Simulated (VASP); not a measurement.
# Ni (Fm-3m) in VASP: notebook, part 2 of 2

VASP 6.6.1. The steps go on from the part before.

## 3. Relaxation of cell and atoms, PBEsol

This run uses another cell than the first one, of 9.91 Å³/atom, 0.961 times its volume.

Input file INCAR:

```
SYSTEM = Ni
PREC     = Accurate       ! precision mode
ENCUT    = 600            ! plane-wave cutoff, eV
EDIFF    = 1E-7           ! SCF threshold, eV
ISMEAR   = 1              ! smearing method
SIGMA    = 0.0173         ! smearing width, eV
LREAL    = .FALSE.        ! projectors in reciprocal space
LASPH    = .TRUE.         ! aspherical terms in the spheres
NELM     = 120            ! most SCF steps
ALGO     = Normal         ! electronic algorithm
ISIF     = 3              ! what is computed and relaxed
LWAVE    = .FALSE.        ! write WAVECAR
LCHARG   = .FALSE.        ! write CHGCAR
GGA      = PS             ! functional
IBRION   = 2              ! ionic algorithm
NSW      = 60             ! ionic steps
EDIFFG   = -0.01          ! ionic threshold
GGA_COMPAT= .FALSE.      
NELMIN   = 4
```

Input file KPOINTS:

```
regular mesh
0
G
  14 14 14
  0 0 0
```

Input file POSCAR:

```
Ni
1.0
    0.0000000000      1.7047240000      1.7047240000
    1.7047240000      0.0000000000      1.7047240000
    1.7047240000      1.7047240000      0.0000000000
Ni
1
Direct
    0.0000000000      0.0000000000      0.0000000000
```

Potentials or basis: VASP PAW PBE potentials, release 64 (Ni).

Started as:

```bash
$ cat potpaw_PBE.64/Ni/POTCAR > POTCAR
$ mpirun -np 1 vasp_std > vasp.out
```

OUTCAR:

```text
SYSTEM = Ni
   PREC = Accurate
   ENCUT = 600
   EDIFF = 1E-7
   ISMEAR = 1
   LREAL = .FALSE.
   LASPH = .TRUE.
   NELM = 120
   ISIF = 3
   GGA = PS
   IBRION = 2
   NSW = 60
   EDIFFG = -0.01
   NELMIN = 4

 ion  position               nearest neighbor table
   1  0.000  0.000  0.000-

  LATTYP: Found a face centered cubic cell.
 ALAT       =     3.4094480000

  Lattice vectors:

 A1 = (   0.0000000000,   1.7047240000,   1.7047240000)
 A2 = (   1.7047240000,   0.0000000000,   1.7047240000)
 A3 = (   1.7047240000,   1.7047240000,   0.0000000000)

Analysis of symmetry for initial positions (statically):
=====================================================================
 Subroutine PRICEL returns:
 Original cell was already a primitive cell.

 Routine SETGRP: Setting up the symmetry group for a
 face centered cubic supercell.

 Subroutine GETGRP returns: Found 48 space group operations
 (whereof 48 operations were pure point group operations)
 out of a pool of 48 trial point group operations.

The static configuration has the point symmetry O_h .

Analysis of symmetry for dynamics (positions and initial velocities):
=====================================================================
 Subroutine PRICEL returns:
 Original cell was already a primitive cell.

 Routine SETGRP: Setting up the symmetry group for a
 face centered cubic supercell.

 Subroutine GETGRP returns: Found 48 space group operations
 (whereof 48 operations were pure point group operations)
 out of a pool of 48 trial point group operations.

The dynamic configuration has the point symmetry O_h .

 Subroutine INISYM returns: Found 48 space group operations
 (whereof 48 operations are pure point group operations),
 and found     1 'primitive' translations

----------------------------------------------------------------------------------------

                                     Primitive cell

  volume of cell :       9.9081

  direct lattice vectors                    reciprocal lattice vectors
[... 92 lines left out ...]
   ISYM   =      2    0-nonsym 1-usesym 2-fastsym
   POTIM  = 0.5000    time-step for ionic-motion
   TEBEG  =    0.0;   TEEND  =   0.0 temperature during run
   PSTRESS=    0.0 pullay stress
   NELECT =      10.0000    total number of electrons
   NUPDOWN=      -1.0000    fix difference up-down
   EMIN   =  10.00;   EMAX   =-10.00  energy-range for DOS
   EFERMI =   0.00;   METHOD = LEGACY
   ISMEAR =     1;   SIGMA  =   0.02  broadening in eV -4-tet -1-fermi 0-gaus
   EFERMI_NEDOS =   21; number of points for ismear=-14 and -15
   IALGO  =     38    algorithm
   IMIX   =      4    mixing-type and parameters
     AMIX     =   0.40;   BMIX     =  1.00
     AMIX_MAG =   1.60;   BMIX_MAG =  1.00
  volume/ion in A,a.u.               =       9.91        66.86
  Fermi-wavevector in a.u.,A,eV,Ry     =   1.642142  3.103199 36.689891  2.696631
  Thomas-Fermi vector in A             =   2.732494
   LORBIT       =      0    0 simple, 1 ext, 2 COOP (PROOUT), +10 PAW based schemes
   GGA     = PS    functional components
   LHFCALC =     F    Hartree Fock is set to
   AEXX    =    0.0000 exact exchange contribution
   IVDW    =     0    specifies the selected vdW correction
   LEPSILON=     F    determine dielectric tensor
   LRPA    =     F    only Hartree local field effects (RPA)
 conjugate gradient relaxation of ions
 non-spin polarized calculation
 Methfessel and Paxton  Order N= 1 SIGMA  =   0.02
  energy-cutoff  :      600.00
  volume of cell :        9.91
 maximum number of plane-waves:       342
   NGX =  9   NGY =  9   NGZ =  9

--------------------------------------- Ionic step        1  -------------------------------------------

 number of electron      10.0000000 magnetization

 number of electron       9.9999997 magnetization

 Free energy of the ion-electron system (eV)
  ---------------------------------------------------
  ext. energy  EPLUGINS =         0.00000000
  ---------------------------------------------------
  free energy    TOTEN  =        -6.06860675 eV

  energy without entropy =       -6.06856910  energy(sigma->0) =       -6.06859420

 E-fermi :  10.3646     XC(G=0): -14.0010

 val. band max:       10.3633781973   @ k =   0.4286   0.1429   0.0000
 cond. band min:      10.3724306218   @ k =  -0.2143   0.1429   0.0000
 fundamental gap:      0.0090524245
 Fermi energy:        10.3645876654

 k-point     1 :       0.0000    0.0000    0.0000
  band No.  band energies     occupation
      1       0.8390      2.00000
      2       8.2532      2.00000
      3       8.2532      2.00000
      4       8.2532      2.00000
      5       9.5404      2.00000
      6       9.5404      2.00000
      7      35.0094      0.00000
      8      39.6415      0.00000
      9      39.6415      0.00000
[... 345 lines left out ...]
--------------------------------------- Ionic step        3  -------------------------------------------

 number of electron       9.9999993 magnetization

 Free energy of the ion-electron system (eV)
  ---------------------------------------------------
  ext. energy  EPLUGINS =         0.00000000
  ---------------------------------------------------
  free energy    TOTEN  =        -6.08088861 eV

  energy without entropy =       -6.08086340  energy(sigma->0) =       -6.08088020

 E-fermi :   9.7438     XC(G=0): -13.7556

 val. band max:        9.7424765351   @ k =   0.4286   0.1429   0.0000
 cond. band min:       9.7515383052   @ k =  -0.2143   0.1429   0.0000
 fundamental gap:      0.0090617701
 Fermi energy:         9.7437966180

 k-point     1 :       0.0000    0.0000    0.0000
  band No.  band energies     occupation
      1       0.5182      2.00000
      2       7.7562      2.00000
      3       7.7562      2.00000
      4       7.7562      2.00000
      5       8.9687      2.00000
      6       8.9687      2.00000
      7      34.0556      0.00000
      8      38.3699      0.00000
      9      38.3699      0.00000
[... 304 lines left out ...]
  FREE ENERGIE OF THE ION-ELECTRON SYSTEM (eV)
  ---------------------------------------------------
  free  energy   TOTEN  =        -6.0808886061 eV

  energy  without entropy=       -6.0808633963  energy(sigma->0) =       -6.08088020

 reached required accuracy - stopping structural energy minimisation
```

OSZICAR:

```text
N       E                     dE             d eps       ncg     rms          rms(c)
[... 25 lines left out ...]
DAV:   2    -0.621435547784E+01    0.31021E+00   -0.64377E+00  1951   0.405E+01    0.255E+00
DAV:   3    -0.609169183011E+01    0.12266E+00   -0.95333E-01  1938   0.155E+01    0.744E-01
DAV:   4    -0.608119542133E+01    0.10496E-01   -0.12908E-02  2322   0.934E-01    0.181E-01
DAV:   5    -0.608089471828E+01    0.30070E-03   -0.10690E-03  2357   0.346E-01    0.795E-02
DAV:   6    -0.608089063684E+01    0.40814E-05   -0.10961E-05  2367   0.444E-02    0.136E-02
DAV:   7    -0.608088848290E+01    0.21539E-05   -0.15668E-06  2229   0.154E-02    0.265E-03
DAV:   8    -0.608088860008E+01   -0.11718E-06   -0.35698E-08  1006   0.214E-03    0.352E-04
DAV:   9    -0.608088860608E+01   -0.60063E-08   -0.33542E-09   942   0.662E-04
   3 F= -.60808886E+01 E0= -.60808802E+01  d E =-.122819E-01
```

It took 22 s on 1 thread of Intel Xeon Platinum 8488C (Sapphire Rapids), shared host; peak memory 0.14 GiB.

Results:

```yaml
Free_energy: -6.0809 eV
Relaxed_volume: 10.31 Å³/atom
Relaxed_cell: a = 2.443 Å, b = 2.443 Å, c = 2.443 Å, α = 60.00°, β = 60.00°, γ = 60.00°
Space_group_after_relaxing_to_0.05_Å: Fm-3m (No. 225)
Energy_gained_by_relaxing: 12.3 meV/atom
Ionic_steps: 3
Pressure_after_relaxing: -0.1 GPa
Band_gap_on_the_k_mesh: zero (band 5 reaches 9.95 eV, above the bottom of band 6 at 8.92 eV)
```

The path:
| step | energy change (eV) | largest force (eV/Å) | pressure (GPa) | volume (Å³) |
| --- | --- | --- | --- | --- |
| 1 | 0.0000 | 0.0000 | 10.21 | 9.91 |
| 2 | 0.0057 | 0.0000 | -10.32 | 10.84 |
| 3 | -0.0123 | 0.0000 | -0.09 | 10.31 |

Final structure:
```xyz
1
Lattice="0.0000 1.7277 1.7277 1.7277 0.0000 1.7277 1.7277 1.7277 0.0000" Properties=species:S:1:pos:R:3 pbc="T T T"
Ni    0.0000    0.0000    0.0000
```

Levels at points of the mesh, in eV from the Fermi level:
```tsv
k point	band 3	band 4	band 5	band 6	band 7	band 8
(0.00, 0.00, 0.00)	-1.99	-1.99	-0.78	-0.78	24.31	28.63
(0.50, 0.00, 0.00)	-2.03	-0.24	0.01	0.01	6.46	22.78
(0.50, 0.50, 0.00)	0.01	0.21	0.21	2.64	10.03	15.50
```

Caveat: the PAW data sets were made with another functional, which shifts forces and pressure a little; the run has no spin polarisation, though such a crystal can be magnetic. Spin polarisation is off, so any magnetic state and its effect on volume and gap are missing.
